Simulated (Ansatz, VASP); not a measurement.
## Ge in VASP and in Ansatz

File INCAR:

```
SYSTEM = Ge
PREC = Accurate
ENCUT = 520
EDIFF = 1E-6
ISMEAR = 0
SIGMA = 0.02
LREAL = .FALSE.
LASPH = .TRUE.
NELM = 80
ALGO = Normal
ISIF = 2
LWAVE = .FALSE.
LCHARG = .TRUE.
GGA = PE
LELF = .TRUE.
LVHAR = .TRUE.
NBANDS = 21
```

File KPOINTS:

```
regular mesh
0
G
  11 11 11
  0 0 0
```

File POSCAR:

```
Ge
1.0
   -2.5744897190      2.5744897190      1.3974126432
    2.5744897190     -2.5744897190      1.3974126432
    2.5744897190      2.5744897190     -1.3974126432
Ge
2
Direct
    0.5000000000      0.5000000000      0.0000000000
    0.2500000000      0.7500000000      0.5000000000
```

File input.yaml:

```yaml
crystal:
  lattice:
    - [-2.574489719, 2.574489719, 1.3974126432]
    - [2.574489719, -2.574489719, 1.3974126432]
    - [2.574489719, 2.574489719, -1.3974126432]
  atoms:
    - { symbol: Ge, position: [0.5, 0.5, 0.0] }
    - { symbol: Ge, position: [0.25, 0.75, 0.5] }
hamiltonian:
  xc: pbe
  pseudopotentials: { kind: paw }
kpoints:
  mp_grid: { grid: [11, 11, 11] }
scf:
  occupations: { method: gaussian, width: 0.02 }
output:
  forces: true
  stress: true
  eigenvalues: true
```

Alike in both runs: task single point; functional PBE; k mesh 11 × 11 × 11; occupations gaussian, width 0.02 eV; no spin polarisation.

|  | VASP | Ansatz |
| --- | --- | --- |
| version | VASP 6.6.1 | Ansatz 0.2.0 |
| potentials or method | VASP PAW PBE potentials, release 64 (Ge_d) | Ansatz PAW |
| plane-wave cutoff (eV) | 520 | 420 |
| valence electrons in the cell | 28 | 28 |

|  | VASP | Ansatz | Ansatz less VASP |
| --- | --- | --- | --- |
| gap on the k mesh at the Fermi level (eV) | none | none | - |
| pressure (GPa) | 3.1 | 3.2 | +0.11 |
| traceless stress, the component that is largest in VASP (GPa) | 0.32 | 0.31 | -0.011 |

A gap of «none» marks a metal or a gap that the smearing closes.
